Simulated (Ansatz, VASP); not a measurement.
Sn3Se in VASP and in Ansatz

Contents of INCAR:

```
ALGO = Normal ; EDIFF = 1E-6
ENCUT = 520 ; GGA = PE
ISIF = 2 ; ISMEAR = -1
LASPH = True ; LCHARG = False
LREAL = False ; LWAVE = False
NBANDS = 32 ; NELM = 80
PREC = Accurate ; SIGMA = 0.05
```

File KPOINTS:

```
k-points
0
Gamma
  6 6 6
```

POSCAR

```
Sn3Se
1.0
    4.7100533498      0.0000000000      0.0000000000
    0.0000000000      4.7100533498      0.0000000000
    0.0000000000      0.0000000000      4.7100533498
Sn Se
3 1
Direct
    0.5000000000      0.5000000000      0.0000000000
    0.5000000000      0.0000000000      0.5000000000
    0.0000000000      0.5000000000      0.5000000000
    0.0000000000      0.0000000000      0.0000000000
```

Contents of input.yaml:

```yaml
crystal:
  lattice:
    - [4.7100533498, 0.0, 0.0]
    - [0.0, 4.7100533498, 0.0]
    - [0.0, 0.0, 4.7100533498]
  atoms:
    - { symbol: Sn, position: [0.5, 0.5, 0.0] }
    - { symbol: Sn, position: [0.5, 0.0, 0.5] }
    - { symbol: Sn, position: [0.0, 0.5, 0.5] }
    - { symbol: Se, position: [0.0, 0.0, 0.0] }
hamiltonian:
  xc: pbe
  pseudopotentials: { kind: paw }
kpoints:
  mp_grid: { grid: [6, 6, 6] }
scf:
  occupations: { method: fermi_dirac, width: 0.05 }
output:
  forces: true
  stress: true
  eigenvalues: true
  write_density: true
  write_potential: true
  elf: true
  volumetric_format: npy
```

Alike in both runs: task single point; functional PBE; k mesh 6 × 6 × 6; occupations fermi-dirac, width 0.05 eV; no spin polarisation.

|  | VASP | Ansatz |
| --- | --- | --- |
| version | VASP 6.6.1 | Ansatz 0.2.0 |
| potentials or method | VASP PAW PBE potentials, release 64 (Sn_d, Se) | Ansatz PAW |
| plane-wave cutoff (eV) | 520 | 420 |
| valence electrons in the cell | 48 | 58 |

|  | VASP | Ansatz | Ansatz less VASP |
| --- | --- | --- | --- |
| gap on the k mesh at the Fermi level (eV) | none | none | - |
| pressure (GPa) | 1.3 | 1.3 | +0.02 |

A gap of «none» marks a metal or a gap that the smearing closes. VASP's potentials hold 48 valence electrons a cell and Ansatz's 58, so a difference there can come from the potentials and not from the codes.
